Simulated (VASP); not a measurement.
# Te (Im-3m) in VASP: further runs

The runs below take Te through single point, with PBE.

All numbers are computed with VASP 6.6.1; they aren't measurements. Logs are shortened: lines on timing, memory, paths and dates and some standing lists are left out, and cuts for length are marked.

### Step 1. The cell of the first run

Symmetry: Im-3m, No. 229, cubic system. Conventional cell: a = 3.849 Å, b = 3.849 Å, c = 3.849 Å, α = 90.00°, β = 90.00°, γ = 90.00°. Within 4.4 Å of Te (site symmetry m-3m) lie 14 Te at 3.33 to 3.85 Å.

### Step 2. Single point, PBE

INCAR reads:

```
SYSTEM = Te
PREC = Accurate
ENCUT = 520
EDIFF = 1E-6
ISMEAR = -1
SIGMA = 0.1
LREAL = .FALSE.
LASPH = .TRUE.
NELM = 100
ALGO = Normal
ISIF = 2
LWAVE = .FALSE.
LCHARG = .FALSE.
GGA = PE
NBANDS = 9
```

KPOINTS reads:

```
regular mesh
0
G
  19 19 19
  0 0 0
```

POSCAR reads:

```
Te
1.0
   -1.9247105964      1.9247105964      1.9247105964
    1.9247105964     -1.9247105964      1.9247105964
    1.9247105964      1.9247105964     -1.9247105964
Te
1
Direct
    0.0000000000      0.0000000000      0.0000000000
```

Potentials or basis: VASP PAW PBE potentials, release 64 (Te).

Command:

```
> cat potpaw_PBE.64/Te/POTCAR > POTCAR
> mpirun -np 1 vasp_std > vasp.out
```

OUTCAR:

```text
SYSTEM = Te
   PREC = Accurate
   ENCUT = 520
   EDIFF = 1E-6
   ISMEAR = -1
   LREAL = .FALSE.
   LASPH = .TRUE.
   NELM = 100
   ISIF = 2
   GGA = PE

 ion  position               nearest neighbor table
   1  0.000  0.000  0.000-

  LATTYP: Found a body centered cubic cell.
 ALAT       =     3.8494211928

  Lattice vectors:

 A1 = (  -1.9247105964,   1.9247105964,   1.9247105964)
 A2 = (   1.9247105964,  -1.9247105964,   1.9247105964)
 A3 = (   1.9247105964,   1.9247105964,  -1.9247105964)

Analysis of symmetry for initial positions (statically):
=====================================================================
 Subroutine PRICEL returns:
 Original cell was already a primitive cell.

 Routine SETGRP: Setting up the symmetry group for a
 body centered cubic supercell.

 Subroutine GETGRP returns: Found 48 space group operations
 (whereof 48 operations were pure point group operations)
 out of a pool of 48 trial point group operations.

The static configuration has the point symmetry O_h .

Analysis of symmetry for dynamics (positions and initial velocities):
=====================================================================
 Subroutine PRICEL returns:
 Original cell was already a primitive cell.

 Routine SETGRP: Setting up the symmetry group for a
 body centered cubic supercell.

 Subroutine GETGRP returns: Found 48 space group operations
 (whereof 48 operations were pure point group operations)
 out of a pool of 48 trial point group operations.

The dynamic configuration has the point symmetry O_h .

 Subroutine INISYM returns: Found 48 space group operations
 (whereof 48 operations are pure point group operations),
 and found     1 'primitive' translations

----------------------------------------------------------------------------------------

                                     Primitive cell

  volume of cell :      28.5204

  direct lattice vectors                    reciprocal lattice vectors
    -1.924710596  1.924710596  1.924710596     0.000000000  0.259779315  0.259779315
     1.924710596 -1.924710596  1.924710596     0.259779315  0.000000000  0.259779315
     1.924710596  1.924710596 -1.924710596     0.259779315  0.259779315  0.000000000

  length of vectors
     3.333696543  3.333696543  3.333696543     0.367383430  0.367383430  0.367383430

  position of ions in fractional coordinates (direct lattice)
[... 73 lines left out ...]
   LSORBIT =      F    spin-orbit coupling
   LASPH  =      T    aspherical Exc in radial PAW
   ENCUT  =  520.0 eV  38.22 Ry    6.18 a.u.   6.20  6.20  6.20*2*pi/ulx,y,z
   NELM   =    100;   NELMIN=  2; NELMDL= -5     # of ELM steps
   EDIFF  = 0.1E-05   stopping-criterion for ELM
   LREAL  =      F    real-space projection
   EDIFFG = 0.1E-04   stopping-criterion for IOM
   NSW    =      0    number of steps for IOM
   IBRION =     -1    ionic relax: 0-MD 1-quasi-New 2-CG
   NFREE  =      0    steps in history (QN), initial steepest desc. (CG)
   ISIF   =      2    stress and relaxation
   ISYM   =      2    0-nonsym 1-usesym 2-fastsym
   POTIM  = 0.5000    time-step for ionic-motion
   TEBEG  =    0.0;   TEEND  =   0.0 temperature during run
   PSTRESS=    0.0 pullay stress
   NELECT =       6.0000    total number of electrons
   NUPDOWN=      -1.0000    fix difference up-down
   EMIN   =  10.00;   EMAX   =-10.00  energy-range for DOS
   EFERMI =   0.00;   METHOD = LEGACY
   ISMEAR =    -1;   SIGMA  =   0.10  broadening in eV -4-tet -1-fermi 0-gaus
   EFERMI_NEDOS =   21; number of points for ismear=-14 and -15
   IALGO  =     38    algorithm
   IMIX   =      4    mixing-type and parameters
     AMIX     =   0.40;   BMIX     =  1.00
     AMIX_MAG =   1.60;   BMIX_MAG =  1.00
  volume/ion in A,a.u.               =      28.52       192.47
  Fermi-wavevector in a.u.,A,eV,Ry     =   0.973658  1.839947 12.898460  0.948010
  Thomas-Fermi vector in A             =   2.104055
   LORBIT       =      0    0 simple, 1 ext, 2 COOP (PROOUT), +10 PAW based schemes
   GGA     = PE    functional components
   LHFCALC =     F    Hartree Fock is set to
   AEXX    =    0.0000 exact exchange contribution
   IVDW    =     0    specifies the selected vdW correction
   LEPSILON=     F    determine dielectric tensor
   LRPA    =     F    only Hartree local field effects (RPA)
 non-spin polarized calculation
  energy-cutoff  :      520.00
  volume of cell :       28.52
 maximum number of plane-waves:       780
 NGX is ok and might be reduce to    28
   NGX = 13   NGY = 13   NGZ = 13

 number of electron       6.0000000 magnetization

 Free energy of the ion-electron system (eV)
  ---------------------------------------------------
  ext. energy  EPLUGINS =         0.00000000
  ---------------------------------------------------
  free energy    TOTEN  =        -2.84855104 eV

  energy without entropy =       -2.82321226  energy(sigma->0) =       -2.83588165

 E-fermi :   7.8509     XC(G=0): -10.0680

 val. band max:        7.8493554395   @ k =  -0.4211   0.4211   0.0526
 cond. band min:       7.8584644312   @ k =  -0.2105   0.3158   0.0526
 fundamental gap:      0.0091089916
 Fermi energy:         7.8508575343

 k-point     1 :       0.0000    0.0000    0.0000
  band No.  band energies     occupation
      1      -6.0272      2.00000
      2      10.7879      0.00000
      3      10.7879      0.00000
      4      10.7879      0.00000
      5      17.6053      0.00000
      6      17.6911      0.00000
      7      17.6911      0.00000
      8      17.6911      0.00000
      9      19.7345      0.00000
[... 265 lines left out ...]
 k-point    24 :       0.3158    0.1053    0.0000
  band No.  band energies     occupation
      1      -3.7063      2.00000
      2       3.4469      2.00000
      3       7.4600      1.96065
      4       9.4362      0.00000
      5      14.2989      0.00000
      6      15.6066      0.00000
      7      18.7018      0.00000
      8      21.9655      0.00000
      9      22.5122      0.00000

 [... further k-points ...]
[... 5 lines left out ...]
  --------------------------------------------------------------------------------------
  -------------------------------------------------------------------------------------
  Total        0.0025890      0.0025890      0.0025890      0.0000000     -0.0000000     -0.0000000
  in kB        0.1454417      0.1454417      0.1454417      0.0000000     -0.0000000     -0.0000000
  external PRESSURE =       0.1454417 kB  Pullay stress =       0.0000000 kB

 VOLUME and BASIS-vectors are now :
 -----------------------------------------------------------------------------
  energy-cutoff  :      520.00
  volume of cell :       28.52
      direct lattice vectors                 reciprocal lattice vectors
    -1.924710596  1.924710596  1.924710596     0.000000000  0.259779315  0.259779315
     1.924710596 -1.924710596  1.924710596     0.259779315  0.000000000  0.259779315
     1.924710596  1.924710596 -1.924710596     0.259779315  0.259779315  0.000000000

 POSITION                                       TOTAL-FORCE (eV/Angst)
 -----------------------------------------------------------------------------------
      0.00000      0.00000      0.00000         0.000000      0.000000     -0.000000
 -----------------------------------------------------------------------------------
    total drift:                                0.000000      0.000000      0.000000

  FREE ENERGIE OF THE ION-ELECTRON SYSTEM (eV)
  ---------------------------------------------------
  free  energy   TOTEN  =        -2.8485510432 eV

  energy  without entropy=       -2.8232122648  energy(sigma->0) =       -2.83588165
```

stdout:

```text
POSCAR found type information on POSCAR Te
 POSCAR found :  1 types and       1 ions
 scaLAPACK will be used
 LDA part: xc-table for (Slater+PW92), standard interpolation
 POSCAR, INCAR and KPOINTS ok, starting setup
 FFT: planning ... GRIDC
 FFT: planning ... GRID_SOFT
 FFT: planning ... GRID
 WAVECAR not read
 entering main loop
```

Run time: 85 s. Hardware: 1 thread of Intel Xeon 6975P-C, shared host; peak memory 0.2 GiB.

What came out:

```yaml
Free_energy: -2.8486 eV
Pressure: 0.0 GPa
Band_gap_on_the_k_mesh: zero (band 3 reaches 10.79 eV, above the bottom of band 4 at 4.91 eV)
```

Caveat: spin-orbit coupling is left out, which moves the levels of the heavy elements.

### Step 3. Single point, PBE, non-collinear spin, zero start, spin-orbit coupling

INCAR reads:

```
ALGO = Normal ; EDIFF = 1E-6
ENCUT = 520 ; GGA = PE
GGA_COMPAT = False ; ISIF = 2
ISMEAR = -1 ; LASPH = True
LCHARG = False ; LORBIT = 11
LORBMOM = True ; LREAL = False
LSORBIT = True ; LWAVE = False
MAGMOM = 0 0 0 ; NBANDS = 17
NELM = 150 ; PREC = Accurate
SIGMA = 0.1
```

KPOINTS reads:

```
k-points
0
Gamma
  12 12 12
```

POSCAR is that of step 2.

Potentials or basis: VASP PAW PBE potentials, release 64 (Te).

Command:

```
> cat potpaw_PBE.64/Te/POTCAR > POTCAR
> mpirun -np 1 vasp_ncl > vasp.out
```

OUTCAR:

```text
EDIFF = 1E-6
   ENCUT = 520
   GGA = PE
   ISIF = 2
   ISMEAR = -1
   LASPH = True
   LORBIT = 11
   LREAL = False
   LSORBIT = True
   NELM = 150
   PREC = Accurate

 ion  position               nearest neighbor table
   1  0.000  0.000  0.000-

  LATTYP: Found a body centered cubic cell.
 ALAT       =     3.8494211928

  Lattice vectors:

 A1 = (  -1.9247105964,   1.9247105964,   1.9247105964)
 A2 = (   1.9247105964,  -1.9247105964,   1.9247105964)
 A3 = (   1.9247105964,   1.9247105964,  -1.9247105964)

Analysis of symmetry for initial positions (statically):
=====================================================================
 Subroutine PRICEL returns:
 Original cell was already a primitive cell.

 Routine SETGRP: Setting up the symmetry group for a
 body centered cubic supercell.

 Subroutine GETGRP returns: Found 48 space group operations
 (whereof 48 operations were pure point group operations)
 out of a pool of 48 trial point group operations.

The static configuration has the point symmetry O_h .

Analysis of symmetry for dynamics (positions and initial velocities):
=====================================================================
 Subroutine PRICEL returns:
 Original cell was already a primitive cell.

 Routine SETGRP: Setting up the symmetry group for a
 body centered cubic supercell.
[... 684 lines left out ...]
  free  energy   TOTEN  =        -2.9842256949 eV

  energy  without entropy=       -2.9609728962  energy(sigma->0) =       -2.97259930

 orbital moment (x)

 # of ion     p       d       tot
 ----------------------------------------
  1         0.000   0.000   0.000
 ----------------------------------------
            0.000   0.000   0.000

 orbital moment (y)

 # of ion     p       d       tot
 ----------------------------------------
  1         0.000   0.000   0.000
 ----------------------------------------
            0.000   0.000   0.000

 orbital moment (z)

 # of ion     p       d       tot
 ----------------------------------------
  1         0.000   0.000   0.000
 ----------------------------------------
            0.000   0.000   0.000

 Spin-Orbit-Coupling matrix elements

 Ion:    1  E_soc:     -0.2745367
 l=   1
     0.0000000    -0.0455713    -0.0455713
    -0.0455713     0.0000000    -0.0455713
    -0.0455713    -0.0455713     0.0000000
 l=   2
     0.0000000    -0.0000545     0.0000000    -0.0000545    -0.0001303
    -0.0000545     0.0000000    -0.0000977    -0.0000545    -0.0000326
     0.0000000    -0.0000977     0.0000000    -0.0000977     0.0000000
    -0.0000545    -0.0000545    -0.0000977     0.0000000    -0.0000326
    -0.0001303    -0.0000326     0.0000000    -0.0000326     0.0000000
 l=   3
     0.0000000     0.0000000     0.0000000     0.0000000     0.0000000     0.0000000     0.0000000
     0.0000000     0.0000000     0.0000000     0.0000000     0.0000000     0.0000000     0.0000000
     0.0000000     0.0000000     0.0000000     0.0000000     0.0000000     0.0000000     0.0000000
     0.0000000     0.0000000     0.0000000     0.0000000     0.0000000     0.0000000     0.0000000
     0.0000000     0.0000000     0.0000000     0.0000000     0.0000000     0.0000000     0.0000000
     0.0000000     0.0000000     0.0000000     0.0000000     0.0000000     0.0000000     0.0000000
     0.0000000     0.0000000     0.0000000     0.0000000     0.0000000     0.0000000     0.0000000

 total charge

# of ion       s       p       d       tot
------------------------------------------
    1        1.439   1.750   0.046   3.235

 magnetization (x)

# of ion       s       p       d       tot
------------------------------------------
    1        0.000  -0.000  -0.000   0.000

 magnetization (y)

# of ion       s       p       d       tot
------------------------------------------
    1       -0.000  -0.000  -0.000  -0.000

 magnetization (z)

# of ion       s       p       d       tot
------------------------------------------
    1       -0.000   0.000   0.000  -0.000
```

OSZICAR:

```text
N       E                     dE             d eps       ncg     rms          rms(c)
DAV:   1     0.171986181215E+02    0.17199E+02   -0.20964E+03  2448   0.557E+02
DAV:   2    -0.203754109828E+01   -0.19236E+02   -0.18118E+02  3380   0.987E+01
DAV:   3    -0.297296719465E+01   -0.93543E+00   -0.92643E+00  3157   0.195E+01
DAV:   4    -0.298246683925E+01   -0.94996E-02   -0.94981E-02  3058   0.243E+00
DAV:   5    -0.298263407111E+01   -0.16723E-03   -0.16723E-03  3151   0.315E-01    0.644E+00
DAV:   6    -0.298331187579E+01   -0.67780E-03   -0.13866E-03  3036   0.245E-01    0.395E+00
DAV:   7    -0.298404677888E+01   -0.73490E-03   -0.17381E-03  2937   0.271E-01    0.171E+00
DAV:   8    -0.298422834491E+01   -0.18157E-03   -0.20328E-04  3162   0.904E-02    0.126E-01
DAV:   9    -0.298422629432E+01    0.20506E-05   -0.42073E-05  2755   0.395E-02    0.516E-02
DAV:  10    -0.298422569491E+01    0.59941E-06   -0.13354E-06  3095   0.858E-03
   1 F= -.29842257E+01 E0= -.29725993E+01  d E =-.232528E-01  mag=    -0.0000     0.0000     0.0000
```

stdout:

```text
POSCAR found type information on POSCAR Te
 POSCAR found :  1 types and       1 ions
 scaLAPACK will be used
 LDA part: xc-table for (Slater+PW92), standard interpolation
 POSCAR, INCAR and KPOINTS ok, starting setup
 FFT: planning ... GRIDC
 FFT: planning ... GRID_SOFT
 FFT: planning ... GRID
 WAVECAR not read
 entering main loop
```

Wall time 2.2 min (1 thread of Intel Xeon 6975P-C, shared host); peak memory 0.26 GiB.

Results:

```yaml
Free_energy: -2.9842 eV
Pressure: 0.2 GPa
Net_moment: 0.00 μB per cell
Valence_electrons_inside_the_program's_atomic_spheres: Te 3.23
```

Moments on the atoms (μB; x, y, z):
```
Te  0.00 0.00 0.00
```
